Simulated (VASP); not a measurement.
# TaN (P-62m) in VASP: further runs, part 2 of 3

VASP 6.6.1. The steps go on from the part before.

### Step 3. Single point, r2SCAN

This run uses another cell than the first one, of 11.34 Å³/atom, 1.042 times its volume.

The input, POSCAR:

```
TaN
1.0
    5.1960008669      0.0000000000      0.0000000000
   -2.5980004334      4.4998687488      0.0000000000
    0.0000000000      0.0000000000      2.9110000000
Ta N
3 3
Direct
    0.3333333333      0.6666666667      0.5000000000
    0.6666666667      0.3333333333      0.5000000000
    0.0000000000      0.0000000000      0.0000000000
    0.3928500000      0.0000000000      0.0000000000
    0.6071500000      0.6071500000      0.0000000000
    0.0000000000      0.3928500000      0.0000000000
```

The input, INCAR.step1:

```
PREC = Accurate ; ENCUT = 520
ISMEAR = 0 ; SIGMA = 0.1
LREAL = False ; LASPH = True
NELM = 60 ; NBANDS = 33
GGA = PE ; ALGO = Normal
EDIFF = 1E-4 ; LWAVE = True
LCHARG = False
```

The input, INCAR.step2:

```
PREC = Accurate ; ENCUT = 520
EDIFF = 1E-6 ; ISMEAR = 0
SIGMA = 0.1 ; LREAL = False
LASPH = True ; NELM = 60
ALGO = Normal ; ISIF = 2
LWAVE = False ; LCHARG = False
METAGGA = R2SCAN ; LMIXTAU = True
NBANDS = 33 ; ISTART = 1
```

The input, KPOINTS:

```
regular mesh
0
Gamma
  6 6 6
```

Potentials or basis: VASP PAW PBE potentials, release 64 (Ta_pv, N).

Command:

```sh
> cat potpaw_PBE.64/Ta_pv/POTCAR potpaw_PBE.64/N/POTCAR > POTCAR
> cp INCAR.step1 INCAR
> mpirun -np 1 vasp_std > vasp.out
> cp INCAR.step2 INCAR
> mpirun -np 1 vasp_std > vasp.out
```

OUTCAR:

```text
PREC = Accurate
   ENCUT = 520
   EDIFF = 1E-6
   ISMEAR = 0
   LREAL = False
   LASPH = True
   NELM = 60
   ISIF = 2
   METAGGA = R2SCAN
   ISTART = 1

 ion  position               nearest neighbor table
   1  0.333  0.667  0.500-   4 2.16   4 2.16   6 2.16   6 2.16   5 2.16   5 2.16   2 3.00   2 3.00
                             2 3.00   3 3.33   3 3.33   3 3.33   3 3.33   3 3.33   3 3.33
   2  0.667  0.333  0.500-   6 2.16   6 2.16   4 2.16   4 2.16   5 2.16   5 2.16   1 3.00   1 3.00
                             1 3.00   3 3.33   3 3.33   3 3.33   3 3.33   3 3.33   3 3.33
   3  0.000  0.000  0.000-   6 2.04   4 2.04   5 2.04   2 3.33   1 3.33   1 3.33   2 3.33   1 3.33
                             1 3.33   2 3.33   2 3.33   2 3.33   2 3.33   1 3.33   1 3.33
   4  0.393  0.000  0.000-   3 2.04   1 2.16   1 2.16   2 2.16   2 2.16
   5  0.607  0.607  0.000-   3 2.04   2 2.16   2 2.16   1 2.16   1 2.16
   6  0.000  0.393  0.000-   3 2.04   2 2.16   2 2.16   1 2.16   1 2.16

  LATTYP: Found a hexagonal cell.
 ALAT       =     5.1960008669
 C/A-ratio  =     0.5602385516

  Lattice vectors:

 A1 = (   5.1960008669,   0.0000000000,   0.0000000000)
 A2 = (  -2.5980004334,   4.4998687488,   0.0000000000)
 A3 = (   0.0000000000,   0.0000000000,   2.9110000000)

Analysis of symmetry for initial positions (statically):
=====================================================================
 Subroutine PRICEL returns:
 Original cell was already a primitive cell.

 Routine SETGRP: Setting up the symmetry group for a
 hexagonal supercell.

 Subroutine GETGRP returns: Found 12 space group operations
 (whereof 12 operations were pure point group operations)
 out of a pool of 24 trial point group operations.

The static configuration has the point symmetry D_3h.

Analysis of symmetry for dynamics (positions and initial velocities):
=====================================================================
 Subroutine PRICEL returns:
 Original cell was already a primitive cell.

 Routine SETGRP: Setting up the symmetry group for a
 hexagonal supercell.

 Subroutine GETGRP returns: Found 12 space group operations
 (whereof 12 operations were pure point group operations)
 out of a pool of 24 trial point group operations.

The dynamic configuration has the point symmetry D_3h.

 Subroutine INISYM returns: Found 12 space group operations
 (whereof 12 operations are pure point group operations),
 and found     1 'primitive' translations

----------------------------------------------------------------------------------------

                                     Primitive cell

  volume of cell :      68.0630

  direct lattice vectors                    reciprocal lattice vectors
     5.196000867  0.000000000  0.000000000     0.192455703  0.111114352  0.000000000
    -2.598000433  4.499868749  0.000000000     0.000000000  0.222228704  0.000000000
     0.000000000  0.000000000  2.911000000     0.000000000  0.000000000  0.343524562

  length of vectors
     5.196000867  5.196000867  2.911000000     0.222228704  0.222228704  0.343524562

  position of ions in fractional coordinates (direct lattice)
     0.333333333  0.666666667  0.500000000
     0.666666667  0.333333333  0.500000000
     0.000000000  0.000000000  0.000000000
     0.392850000  0.000000000  0.000000000
     0.607150000  0.607150000  0.000000000
     0.000000000  0.392850000  0.000000000

  ion indices of the primitive-cell ions
   primitive index   ion index
[... 22 lines left out ...]
  Length of vectors
     0.037038117  0.037038117  0.057254094

  Shift w.r.t. Gamma in fractional coordinates (k-lattice)
     0.000000000  0.000000000  0.000000000

 Subroutine IBZKPT returns following result:
 ===========================================

 Found     28 irreducible k-points:

 Following reciprocal coordinates:
            Coordinates               Weight
  0.000000  0.000000  0.000000      1.000000
  0.166667 -0.000000  0.000000      6.000000
  0.333333 -0.000000  0.000000      6.000000
  0.500000 -0.000000  0.000000      3.000000
  0.166667  0.166667  0.000000      6.000000
  0.333333  0.166667  0.000000     12.000000
[... 16 lines left out ...]
  0.166667 -0.000000  0.500000      6.000000
  0.333333 -0.000000  0.500000      6.000000
 [... further k-points ...]
   k-points           NKPTS =     28   k-points in BZ     NKDIM =     28   number of bands    NBANDS=     33
   number of dos      NEDOS =    301   number of ions     NIONS =      6
   total plane-waves  NPLWV =  38400
   dimension x,y,z NGX =    40 NGY =   40 NGZ =   24
   dimension x,y,z NGXF=    80 NGYF=   80 NGZF=   48
   ions per type =               3   3
   NGX,Y,Z   is equivalent  to a cutoff of  12.80, 12.80, 13.71 a.u.
   NGXF,Y,Z  is equivalent  to a cutoff of  25.60, 25.60, 27.41 a.u.
 SYSTEM =  unknown system
   PREC   = accura    normal or accurate (medium, high low for compatibility)
   ISTART =      1    job   : 0-new  1-cont  2-samecut
   ICHARG =      0    charge: 1-file 2-atom 10-const
   ISPIN  =      1    spin polarized calculation?
   LNONCOLLINEAR =      F non collinear calculations
   LSORBIT =      F    spin-orbit coupling
   LASPH  =      T    aspherical Exc in radial PAW
   ENCUT  =  520.0 eV  38.22 Ry    6.18 a.u.   9.66  9.66  5.41*2*pi/ulx,y,z
   NELM   =     60;   NELMIN=  2; NELMDL=  0     # of ELM steps
   EDIFF  = 0.1E-05   stopping-criterion for ELM
   LREAL  =      F    real-space projection
[... 7 lines left out ...]
   TEBEG  =    0.0;   TEEND  =   0.0 temperature during run
   PSTRESS=    0.0 pullay stress
   NELECT =      48.0000    total number of electrons
   NUPDOWN=      -1.0000    fix difference up-down
   EMIN   =  10.00;   EMAX   =-10.00  energy-range for DOS
   EFERMI =   0.00;   METHOD = LEGACY
   ISMEAR =     0;   SIGMA  =   0.10  broadening in eV -4-tet -1-fermi 0-gaus
   EFERMI_NEDOS =   21; number of points for ismear=-14 and -15
   IALGO  =     38    algorithm
   IMIX   =      4    mixing-type and parameters
     AMIX     =   0.40;   BMIX     =  1.00
     AMIX_MAG =   1.60;   BMIX_MAG =  1.00
  volume/ion in A,a.u.               =      11.34        76.55
  Fermi-wavevector in a.u.,A,eV,Ry     =   1.457197  2.753702 28.890910  2.123422
  Thomas-Fermi vector in A             =   2.574026
   LORBIT       =      0    0 simple, 1 ext, 2 COOP (PROOUT), +10 PAW based schemes
   METAGGA = R2SCAN    functional components
   LHFCALC =     F    Hartree Fock is set to
   AEXX    =    0.0000 exact exchange contribution
   IVDW    =     0    specifies the selected vdW correction
   LEPSILON=     F    determine dielectric tensor
   LRPA    =     F    only Hartree local field effects (RPA)
 non-spin polarized calculation
 Gauss-broadening in eV      SIGMA  =   0.10
  energy-cutoff  :      520.00
  volume of cell :       68.06
 maximum number of plane-waves:      1858
 NGX is ok and might be reduce to    40
   NGX = 19   NGY = 19   NGZ = 11

 number of electron      48.0000002 magnetization

 Free energy of the ion-electron system (eV)
  ---------------------------------------------------
  ext. energy  EPLUGINS =         0.00000000
  ---------------------------------------------------
  free energy    TOTEN  =      -181.29959375 eV

  energy without entropy =     -181.29608345  energy(sigma->0) =     -181.29783860

 E-fermi :   8.2232     XC(G=0): -13.9870

 val. band max:        8.2199927121   @ k =   0.1667  -0.0000   0.3333
 cond. band min:       8.4351246453   @ k =   0.0000   0.0000   0.3333
 fundamental gap:      0.2151319331
 Fermi energy:         8.2232286885

 k-point     1 :       0.0000    0.0000    0.0000
  band No.  band energies     occupation
      1     -29.2707      2.00000
      2     -29.2707      2.00000
      3     -28.9001      2.00000
      4     -28.9001      2.00000
      5     -28.7177      2.00000
      6     -28.6057      2.00000
[... 853 lines left out ...]
     32      13.4567      0.00000
     33      13.7808      0.00000

 [... further k-points ...]
[... 5 lines left out ...]
  --------------------------------------------------------------------------------------
  -------------------------------------------------------------------------------------
  Total        1.0429060      1.0429060      0.3062652      0.0000000      0.0000000      0.0000000
  in kB       24.5496044     24.5496044      7.2093646      0.0000000      0.0000000      0.0000000
  external PRESSURE =      18.7695245 kB  Pullay stress =       0.0000000 kB

 VOLUME and BASIS-vectors are now :
 -----------------------------------------------------------------------------
  energy-cutoff  :      520.00
  volume of cell :       68.06
      direct lattice vectors                 reciprocal lattice vectors
     5.196000867  0.000000000  0.000000000     0.192455703  0.111114352  0.000000000
    -2.598000433  4.499868749  0.000000000     0.000000000  0.222228704  0.000000000
     0.000000000  0.000000000  2.911000000     0.000000000  0.000000000  0.343524562

 POSITION                                       TOTAL-FORCE (eV/Angst)
 -----------------------------------------------------------------------------------
     -0.00000      2.99991      1.45550         0.000000     -0.000000      0.000000
      2.59800      1.49996      1.45550         0.000000     -0.000000      0.000000
      0.00000      0.00000      0.00000         0.000000     -0.000000      0.000000
      2.04125      0.00000      0.00000        -0.024972     -0.000000     -0.000000
      1.57738      2.73210      0.00000         0.012486      0.021626      0.000000
     -1.02062      1.76777      0.00000         0.012486     -0.021626      0.000000
 -----------------------------------------------------------------------------------
    total drift:                                0.000003      0.000004      0.000000

  FREE ENERGIE OF THE ION-ELECTRON SYSTEM (eV)
  ---------------------------------------------------
  free  energy   TOTEN  =      -181.2995937506 eV

  energy  without entropy=     -181.2960834511  energy(sigma->0) =     -181.29783860
```

It took 2.4 min on 1 thread of Intel Xeon Platinum 8488C (Sapphire Rapids), shared host; peak memory 0.22 GiB.

What came out:

```
Free energy            : -181.2996 eV
Pressure               : 1.9 GPa
Largest force          : 0.025 eV/Å
Band gap on the k mesh : zero (band 24 reaches 10.31 eV, above the bottom of band 25 at 7.37 eV)
```

Forces on the atoms (eV/Å):
```
Ta   0.000  0.000  0.000
Ta   0.000  0.000  0.000
Ta   0.000  0.000  0.000
N   -0.025  0.000  0.000
N    0.012  0.022  0.000
N    0.012 -0.022  0.000
```

Stress tensor (GPa, compression positive):
```
2.45 0.00 0.00
0.00 2.45 0.00
0.00 0.00 0.72
```

Levels at points of the mesh, in eV from the Fermi level:
```tsv
k point	band 21	band 22	band 23	band 24	band 25	band 26	band 27	band 28
(0.00, 0.00, 0.00)	-4.49	-3.47	-1.87	-0.85	-0.85	0.84	0.84	2.04
(0.50, 0.00, 0.00)	-4.07	-4.04	-2.86	-2.61	1.44	2.06	2.18	2.71
(0.00, 0.00, 0.50)	-4.51	-2.91	-2.91	2.08	2.13	2.13	2.53	2.53
(0.50, 0.00, 0.50)	-4.17	-3.29	-2.02	-0.87	0.66	1.69	3.51	3.61
```

Caveat: the PAW data sets were made with another functional, which shifts forces and pressure a little; spin-orbit coupling is left out, which moves the levels of the heavy elements.

### Step 4. Single point, r2SCAN

This run uses another cell than the first one, of 11.36 Å³/atom, 1.043 times its volume.

The input, POSCAR:

```
TaN
1.0
    5.1996298254      0.0000000000      0.0000000000
   -2.5998149127      4.5030115191      0.0000000000
    0.0000000000      0.0000000000      2.9103592733
Ta N
3 3
Direct
    0.3333333333      0.6666666667      0.5000000000
    0.6666666667      0.3333333333      0.5000000000
    0.0000000000      0.0000000000      0.0000000000
    0.3924063645      0.0000000000      0.0000000000
    0.6075936355      0.6075936355      0.0000000000
    0.0000000000      0.3924063645      0.0000000000
```

The input, INCAR.step1:

```
PREC = Accurate
ENCUT = 520
ISMEAR = 0
SIGMA = 0.1
LREAL = False
LASPH = True
NELM = 100
NBANDS = 33
GGA = PE
ALGO = Normal
EDIFF = 1E-4
LWAVE = True
LCHARG = False
```

The input, INCAR.step2:

```
PREC = Accurate
ENCUT = 520
EDIFF = 1E-6
ISMEAR = 0
SIGMA = 0.1
LREAL = False
LASPH = True
NELM = 100
ALGO = Normal
ISIF = 2
LWAVE = False
LCHARG = False
METAGGA = R2SCAN
LMIXTAU = True
NBANDS = 33
ISTART = 1
```

The input, KPOINTS:

```
Automatic mesh
0
Gamma
  12 12 12
```

Command:

```sh
> cat potpaw_PBE.64/Ta_pv/POTCAR potpaw_PBE.64/N/POTCAR > POTCAR
> cp INCAR.step1 INCAR
> mpirun -np 1 vasp_std > vasp.out
> cp INCAR.step2 INCAR
> mpirun -np 1 vasp_std > vasp.out
```

It took 17 min on 1 thread of Intel Xeon Platinum 8488C (Sapphire Rapids), shared host; peak memory 0.36 GiB.

Results (log left out):

* Free energy: -181.3109 eV
* Pressure: 1.6 GPa
* Largest force: 0.006 eV/Å
* Band gap on the k mesh: zero (band 24 reaches 10.31 eV, above the bottom of band 25 at 7.03 eV)

Forces on the atoms (eV/Å):
```
Ta   0.000  0.000  0.000
Ta   0.000  0.000  0.000
Ta   0.000  0.000  0.000
N    0.006  0.000  0.000
N   -0.003 -0.005  0.000
N   -0.003  0.005  0.000
```

Stress tensor (GPa, compression positive):
```
1.61 0.00 0.00
0.00 1.61 0.00
0.00 0.00 1.50
```

Levels at points of the mesh, in eV from the Fermi level:
| k point | band 21 | band 22 | band 23 | band 24 | band 25 | band 26 | band 27 | band 28 |
| --- | --- | --- | --- | --- | --- | --- | --- | --- |
| (0.00, 0.00, 0.00) | -4.67 | -3.64 | -2.06 | -1.03 | -1.03 | 0.66 | 0.66 | 1.83 |
| (0.50, 0.00, 0.00) | -4.25 | -4.22 | -3.04 | -2.80 | 1.27 | 1.88 | 2.01 | 2.53 |
| (0.00, 0.00, 0.50) | -4.69 | -3.08 | -3.08 | 1.92 | 1.94 | 1.94 | 2.36 | 2.36 |
| (0.50, 0.00, 0.50) | -4.35 | -3.46 | -2.19 | -1.04 | 0.48 | 1.51 | 3.33 | 3.44 |

Caveat: the PAW data sets were made with another functional, which shifts forces and pressure a little; spin-orbit coupling is left out, which moves the levels of the heavy elements.

[end of part 2 of 3]
